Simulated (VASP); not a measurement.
Set up this calculation in VASP 6.6.1, as the native input.

- Task: single point
- Functional: LDA
- Potentials or basis: VASP PAW LDA potentials, release 64 (Mg_sv, O)
- Cutoff: 840 eV
- k mesh: 10 × 10 × 10
- Occupations: gaussian, width 0.01 eV
- Spin: no spin polarisation
- Dipole correction: no
- Further INCAR settings: ALGO = Normal; EDIFF = 1e-06; NBANDS = 15

The structure of MgO lies in POSCAR:

```
MgO
1.0
    0.0000000000      2.0323551546      2.0323551546
    2.0323551546      0.0000000000      2.0323551546
    2.0323551546      2.0323551546      0.0000000000
Mg O
1 1
Direct
    0.0000000000      0.0000000000      0.0000000000
    0.5000000000      0.5000000000      0.5000000000
```

These files were run (other wordings do the same):

INCAR

```
ALGO = Normal
EDIFF = 1E-6
ENCUT = 840
GGA = CA
GGA_COMPAT = F
ISIF = 2
ISMEAR = 0
LASPH = T
LCHARG = T
LELF = T
LREAL = F
LVHAR = T
LWAVE = F
NBANDS = 15
NELM = 120
PREC = Accurate
SIGMA = 0.01
```

KPOINTS

```
k-points
0
Gamma
  10 10 10
```

Potentials or basis: VASP PAW LDA potentials, release 64 (Mg_sv, O).

Command:

```sh
$ cat potpaw_LDA.64/Mg_sv/POTCAR potpaw_LDA.64/O/POTCAR > POTCAR
$ mpirun -np 1 vasp_std > vasp.out
```

It gave:

```json
{
  "Pressure": "14.6 GPa",
  "Band gap on the k mesh": "5.78 eV"
}
```

Caveat: the cell stands under pressure.

Wall time 23 s on 1 thread of Intel(R) Xeon(R) Platinum 8259CL CPU @ 2.50GHz (Skylake/Cascade Lake) (shared host), peak memory 0.15 GiB.
